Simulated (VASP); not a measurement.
A run of VASP 6.6.1:

Contents of INCAR:

```
SYSTEM = Hg
  ALGO = Fast
  EDIFF = 1E-7
  ENCUT = 520
  GGA = PE
  ISIF = 2
  ISMEAR = -1
  LASPH = .TRUE.
  LCHARG = .TRUE.
  LELF = .TRUE.
  LREAL = .FALSE.
  LVHAR = .TRUE.
  LWAVE = .FALSE.
  NBANDS = 12
  NELM = 100
  PREC = Accurate
  SIGMA = 0.2585199978643553
```

KPOINTS

```
k-points
0
G
  4 4 4
  0 0 0
```

Contents of POSCAR:

```
Hg
1.0
   -2.0696950000      2.0696950000      1.8022580000
    2.0696950000     -2.0696950000      1.8022580000
    2.0696950000      2.0696950000     -1.8022580000
Hg
1
Direct
    0.0554859515      0.0554859515      0.0000000000
```

Potentials or basis: VASP PAW PBE potentials, release 64 (Hg).

Launch:

```sh
$ cat potpaw_PBE.64/Hg/POTCAR > POTCAR
$ mpirun -np 1 vasp_std > vasp.out
```

Hardware: 1 thread of Intel Xeon 8259CL, with other jobs on the host.

Q: Estimate the wall time of this run.

A: Wall time 11 s on 1 thread of Intel Xeon 8259CL, on a shared host, peak memory 0.15 GiB. Counts: scf iterations 12, k points 13.
